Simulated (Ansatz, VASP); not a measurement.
MnZn: VASP beside Ansatz

```
Mn Zn
1.0
     2.98585    0.00000    0.00000
     0.00000    2.98585    0.00000
     0.00000    0.00000    2.98585
Mn Zn
1 1
Direct
  0.00000 0.00000 0.00000
  0.50000 0.50000 0.50000
```

Alike in both runs: task single point; functional LDA; k mesh 9 × 9 × 9; occupations fermi-dirac, width 0.15 eV; collinear spin.

|  | VASP | Ansatz |
| --- | --- | --- |
| version | VASP 6.6.1 | Ansatz 0.2.0 |
| potentials or method | VASP PAW LDA potentials, release 64 (Mn_pv, Zn), cutoff 520 eV | all-electron (LAPW or listed datasets) |

VASP gave:

- net moment per atom (μB): 1.37
- size of the moment on the site where the two differ most (μB): 2.72

Task: Estimate Ansatz's values.

Result: net moment per atom (μB): 1.40; size of the moment on the site where the two differ most (μB): 2.82.

LDA's correlation is that of Perdew and Zunger in VASP and of Perdew and Wang (1992) in Ansatz. Site moments also hang on the region over which each program counts them. Ansatz ran all-electron here, and VASP with PAW potentials.
